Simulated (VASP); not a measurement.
**Rh: single point with PBE**

Crystal: Rh.

```xyz
2
Lattice="0.0000 2.7933 2.7933 2.7933 0.0000 2.7933 2.7933 2.7933 0.0000" Properties=species:S:1:pos:R:3 pbc="T T T"
Rh    0.6983    0.6983    0.6983
Rh    4.8883    4.8883    4.8883
```

This cell differs from its parent crystal: volume scaled by 1.04.

```yaml
Program: VASP 6.6.1
Task: single point
Functional: PBE
Potentials_or_basis: VASP PAW PBE potentials, release 64 (Rh_pv)
Cutoff: 520 eV
k_mesh: 11 × 11 × 11
Occupations: fermi-dirac, width 0.05 eV
Spin: collinear spin, ferromagnetic start
Starting_moments: "[1.0, 1.0] μB"
Dipole_correction: no
Further_INCAR_settings: ALGO = Normal; EDIFF = 1e-06; NBANDS = 26
```

| Quantity | Value |
| --- | --- |
| Pressure | -4.6 GPa |
| Band gap on the k mesh | zero (filled and empty bands overlap) |
| Net moment | 0.00 μB per cell |
| Valence electrons inside the program's atomic spheres | Rh 13.75 |

Levels at points of the mesh, in eV from the Fermi level:
Spin up:
```tsv
k point	band 12	band 13	band 14	band 15	band 16	band 17	band 18	band 19
(0.00, 0.00, 0.00)	-3.70	-1.35	-1.35	-1.35	0.31	0.31	12.37	12.46
```
Spin down:
| k point | band 11 | band 12 | band 13 | band 14 | band 15 | band 16 | band 17 | band 18 | band 19 | band 20 |
| --- | --- | --- | --- | --- | --- | --- | --- | --- | --- | --- |
| (0.00, 0.00, 0.00) | -3.70 | -3.70 | -1.35 | -1.35 | -1.35 | 0.31 | 0.31 | 12.37 | 12.46 | 12.46 |

Run time: 65 s on 1 thread of Intel(R) Xeon(R) Platinum 8559C (Emerald Rapids) (shared host), peak memory 0.23 GiB.
